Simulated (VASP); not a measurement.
Wanted: the native input for a VASP 6.6.1 run.

| Property | Result |
| --- | --- |
| Task | relaxation of cell and atoms |
| Functional | r2SCAN |
| Potentials or basis | VASP PAW PBE potentials, release 64 (Ag) |
| Cutoff | 600 eV |
| k mesh | 13 × 13 × 13 |
| Occupations | methfessel-paxton, width 0.05 eV |
| Spin | no spin polarisation |
| Dipole correction | no |
| Further INCAR settings | ALGO = Normal; EDIFF = 1e-06; IBRION = 2; EDIFFG = -0.01; NSW = 100; ISIF = 3 |

Ag:

```
Ag
1.0
     2.88889    0.00000    0.00000
     1.44444    2.50185    0.00000
     1.44444    0.83395    2.35876
Ag
1
Direct
  0.00000 0.00000 0.00000
```

One way to write it, as run:

POSCAR

```
Ag
1.0
    2.8888850000      0.0000000000      0.0000000000
    1.4444425000      2.5018477986      0.0000000000
    1.4444425000      0.8339492662      2.3587647252
Ag
1
Direct
    0.0000000000      0.0000000000      0.0000000000
```

INCAR.step1

```
PREC     = Accurate       # precision mode
ENCUT    = 600            # plane-wave cutoff, eV
ISMEAR   = 1              # smearing method
SIGMA    = 0.05           # smearing width, eV
LREAL    = F              # projectors in reciprocal space
LASPH    = T              # aspherical terms in the spheres
NELM     = 80             # most SCF steps
GGA      = PE             # functional
ALGO     = Normal         # electronic algorithm
EDIFF    = 1E-4           # SCF threshold, eV
LWAVE    = T              # write WAVECAR
LCHARG   = F              # write CHGCAR
```

INCAR.step2

```
PREC     = Accurate       # precision mode
ENCUT    = 600            # plane-wave cutoff, eV
EDIFF    = 1E-6           # SCF threshold, eV
ISMEAR   = 1              # smearing method
SIGMA    = 0.05           # smearing width, eV
LREAL    = F              # projectors in reciprocal space
LASPH    = T              # aspherical terms in the spheres
NELM     = 80             # most SCF steps
ALGO     = Normal         # electronic algorithm
ISIF     = 3              # what is computed and relaxed
LWAVE    = F              # write WAVECAR
LCHARG   = F              # write CHGCAR
METAGGA  = R2SCAN         # meta-GGA
LMIXTAU  = T            
IBRION   = 2              # ionic algorithm
NSW      = 100            # ionic steps
EDIFFG   = -0.01          # ionic threshold
ISTART   = 1
```

KPOINTS

```
Automatic mesh
0
Gamma
  13 13 13
```

Potentials or basis: VASP PAW PBE potentials, release 64 (Ag).

Launch:

```bash
$ cat potpaw_PBE.64/Ag/POTCAR > POTCAR
$ cp INCAR.step1 INCAR
$ mpirun -np 1 vasp_std > vasp.out
$ cp INCAR.step2 INCAR
$ mpirun -np 1 vasp_std > vasp.out
```

Results of the run:

- Relaxed volume: 17.26 Å³/atom
- Relaxed cell: a = 2.901 Å, b = 2.901 Å, c = 2.901 Å, α = 60.00°, β = 60.00°, γ = 60.00°
- Space group after relaxing (to 0.05 Å): Fm-3m (No. 225)
- Energy gained by relaxing: 0.9 meV/atom
- Ionic steps: 3
- Pressure after relaxing: 0.0 GPa

Caveat: the PAW data sets were made with another functional, which shifts forces and pressure a little.

Wall time 62 s on 1 thread of Intel(R) Xeon(R) Platinum 8488C (Sapphire Rapids) (shared host), peak memory 0.15 GiB.
